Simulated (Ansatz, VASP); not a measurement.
Cu: VASP beside Ansatz

The input INCAR:

```
PREC = Accurate
ENCUT = 520
EDIFF = 1E-6
ISMEAR = 0
SIGMA = 0.15
LREAL = False
LASPH = True
NELM = 100
ALGO = Normal
ISIF = 2
LWAVE = False
LCHARG = False
GGA = PS
NBANDS = 12
```

File KPOINTS:

```
Automatic mesh
0
Gamma
  22 22 22
```

The input POSCAR:

```
Cu
1.0
    0.0000000000      1.7171250000      1.7623125000
    1.7171250000      0.0000000000      1.7623125000
    1.7171250000      1.7171250000      0.0000000000
Cu
1
Direct
    0.0000000000      0.0000000000      0.0000000000
```

Input for Ansatz:

```yaml
crystal:
  lattice:
    - [0.0, 1.717125, 1.7623125]
    - [1.717125, 0.0, 1.7623125]
    - [1.717125, 1.717125, 0.0]
  atoms:
    - { symbol: Cu, position: [0.0, 0.0, 0.0] }
basis:
  ecutwfc: 420
kpoints:
  mp_grid: { grid: [22, 22, 22] }
hamiltonian:
  xc: pbesol
scf:
  occupations: { method: gaussian, width: 0.15 }
output:
  forces: true
  stress: true
  eigenvalues: true
```

Change from the starting cell: strain -0.050 along x and y, -0.025 along z, atoms carried along.

Alike in both runs: task single point; functional PBEsol; k mesh 22 × 22 × 22; occupations gaussian, width 0.15 eV; no spin polarisation.

```csv
,VASP,Ansatz
version,VASP 6.6.1,Ansatz 0.2.0
potentials or method,"VASP PAW PBE potentials, release 64 (Cu), cutoff 520 eV","scalar-relativistic, plane waves, PAW"
valence electrons in the cell,11,19
```

VASP gave:

| Item | Value |
| --- | --- |
| gap on the k mesh at the Fermi level (eV) | none |
| pressure (GPa) | 18.5 |
| traceless stress, the component that is largest in VASP (GPa) | -1.50 |

**Question.** Which values does Ansatz return?

**Answer.** gap on the k mesh at the Fermi level (eV): none; pressure (GPa): 17.7; traceless stress, the component that is largest in VASP (GPa): -1.48.

VASP's potentials were made for PBE, not for PBEsol. A gap of «none» marks a metal or a gap that the smearing closes. VASP's potentials hold 11 valence electrons a cell and Ansatz's 19, so a difference there can come from the potentials and not from the codes.
